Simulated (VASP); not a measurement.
Write the native input for VASP 6.6.1 that does the following.

```yaml
Task: single point
Functional: LDA
Potentials_or_basis: VASP PAW LDA potentials, release 64 (Ti_sv, Al)
Cutoff: 520 eV
k_mesh: 21 × 21 × 12
Occupations: gaussian, width 0.15 eV
Spin: collinear spin, ferromagnetic start
Starting_moments: "[0.75, 0.0] μB"
Fixed_moment: 0.75 μB
Dipole_correction: no
Further_INCAR_settings: ALGO = Normal; EDIFF = 1e-07; NBANDS = 18
```

The structure of TiAl lies in POSCAR:

```
TiAl
1.0
    2.6946785905      0.0000000000      0.0000000000
   -1.3473392953      2.3336601144      0.0000000000
    0.0000000000      0.0000000000      4.3985304247
Ti Al
1 1
Direct
    0.0000000000      0.0000000000      0.0000000000
    0.3333333333      0.6666666667      0.5000000000
```

The input as run:

INCAR

```
PREC = Accurate
ENCUT = 520
EDIFF = 1E-7
ISMEAR = 0
SIGMA = 0.15
LREAL = False
LASPH = True
NELM = 150
ALGO = Normal
ISIF = 2
LWAVE = False
LCHARG = False
ISPIN = 2
MAGMOM = 0.75 0
LORBIT = 11
NUPDOWN = 0.75
LMAXMIX = 4
NBANDS = 18
```

KPOINTS

```
Automatic mesh
0
Gamma
  21 21 12
```

Potentials or basis: VASP PAW LDA potentials, release 64 (Ti_sv, Al).

Run with:

```sh
$ cat potpaw_LDA.64/Ti_sv/POTCAR potpaw_LDA.64/Al/POTCAR > POTCAR
$ mpirun -np 1 vasp_std > vasp.out
```

It gave:

```
Pressure                                              : 20.0 GPa
Net moment                                            : 0.75 μB per cell
Site moments                                          : Ti +0.44; Al +0.03 μB
Valence electrons inside the program's atomic spheres : Ti 10.54; Al 0.91
```

Caveat: the total moment is fixed, so each spin has its own Fermi level.

Wall time 6.7 min on 1 thread of Oxide Virtual Turin-like Processor, with other jobs on the host, peak memory 0.3 GiB.
